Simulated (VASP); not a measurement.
Write the native input for VASP 6.6.1 that does the following.

```yaml
Task: single point
Functional: PBE
Potentials_or_basis: VASP PAW PBE potentials, release 64 (Ru_pv)
Cutoff: 500 eV
k_mesh: 30 × 30 × 15
Occupations: tetrahedron
Spin: no spin polarisation
Dipole_correction: no
Further_INCAR_settings: ALGO = Normal; EDIFF = 1e-06; NBANDS = 21
```

The structure of Ru lies in POSCAR:

```
Ru
1.0
    2.7199967399      0.0000000000      0.0000000000
   -1.3599983699      2.3555862750      0.0000000000
    0.0000000000      0.0000000000      4.4256738894
Ru
2
Direct
    0.3333333333      0.6666666667      0.2500000000
    0.6666666667      0.3333333333      0.7500000000
```

These files were run (other wordings do the same):

INCAR

```
PREC = Accurate ; ENCUT = 500
EDIFF = 1E-6 ; ISMEAR = -5
SIGMA = 0.1 ; LREAL = F
LASPH = T ; NELM = 120
ALGO = Normal ; ISIF = 2
LWAVE = F ; LCHARG = F
GGA = PE ; NBANDS = 21
GGA_COMPAT = F
```

KPOINTS

```
Automatic mesh
0
Gamma
  30 30 15
```

Potentials or basis: VASP PAW PBE potentials, release 64 (Ru_pv).

Run with:

```sh
$ cat potpaw_PBE.64/Ru_pv/POTCAR > POTCAR
$ mpirun -np 1 vasp_std > vasp.out
```

It gave:

| Item | Value |
| --- | --- |
| Pressure | -8.7 GPa |
| Band gap on the k mesh | zero (bands 14 and 15 overlap by 3.00 eV) |

Caveat: the stress differs along the axes, from -18 to -4 GPa; tetrahedron occupations give inexact forces and stress in metals.

Run time: 8.1 min on 1 thread of Intel Xeon 8259CL, with other jobs on the host, peak memory 0.46 GiB.
